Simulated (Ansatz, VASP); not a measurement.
GaP in VASP and in Ansatz

The input INCAR:

```
SYSTEM = GaP
PREC = Accurate ; ENCUT = 520
EDIFF = 1E-6 ; ISMEAR = -1
SIGMA = 0.05 ; LREAL = .FALSE.
LASPH = .TRUE. ; NELM = 60
ALGO = Normal ; ISIF = 2
LWAVE = .FALSE. ; LCHARG = .FALSE.
GGA = PE ; NBANDS = 16
```

KPOINTS

```
regular mesh
0
G
  10 10 10
  0 0 0
```

File POSCAR:

```
GaP
1.0
    0.0000000000      2.7252500000      2.8070075000
    2.7252500000      0.0000000000      2.8070075000
    2.7252500000      2.7252500000      0.0000000000
Ga P
1 1
Direct
    0.0000000000      0.0000000000      0.0000000000
    0.7500000000      0.7500000000      0.7500000000
```

Input for Ansatz:

```yaml
crystal:
  lattice:
    - [0.0, 2.72525, 2.8070075]
    - [2.72525, 0.0, 2.8070075]
    - [2.72525, 2.72525, 0.0]
  atoms:
    - { symbol: Ga, position: [0.0, 0.0, 0.0] }
    - { symbol: P, position: [0.75, 0.75, 0.75] }
kpoints:
  mp_grid: { grid: [10, 10, 10] }
  band_path:
    path:
      - [0.0, 0.0, 0.0]
      - [0.5, 0.0, 0.5]
      - [0.75, 0.25, 0.5]
      - [0.5, 0.5, 0.5]
      - [0.0, 0.0, 0.0]
      - [0.5, 0.5, 0.0]
      - [0.6321755114, 0.6321755114, 0.2643510227]
      - [0.3678244886, 0.3678244886, 0.7356489773]
      - [0.0, 0.0, 0.0]
    npoints: 5
scf:
  occupations: { method: fermi_dirac, width: 0.05 }
hamiltonian:
  xc: pbe
  pseudopotentials: { kind: all_electron, lapw: { basis_error: 0.0005 } }
output:
  forces: true
  stress: true
  eigenvalues: true
```

Change from the starting cell: zz strain of +3 %.

Alike in both runs: task single point; functional PBE; k mesh 10 × 10 × 10; occupations fermi-dirac, width 0.05 eV; no spin polarisation.

|  | VASP | Ansatz |
| --- | --- | --- |
| version | VASP 6.6.1 | Ansatz 0.2.0 |
| potentials or method | VASP PAW PBE potentials, release 64 (Ga_d, P), cutoff 520 eV | all-electron LAPW, scalar-relativistic |

```tsv
	VASP	Ansatz	Ansatz less VASP
pressure (GPa)	0.0	0.0	+0.05
traceless stress, the component that is largest in VASP (GPa)	-1.51	-1.51	+0.002
```

Ansatz ran all-electron here, and VASP with PAW potentials.
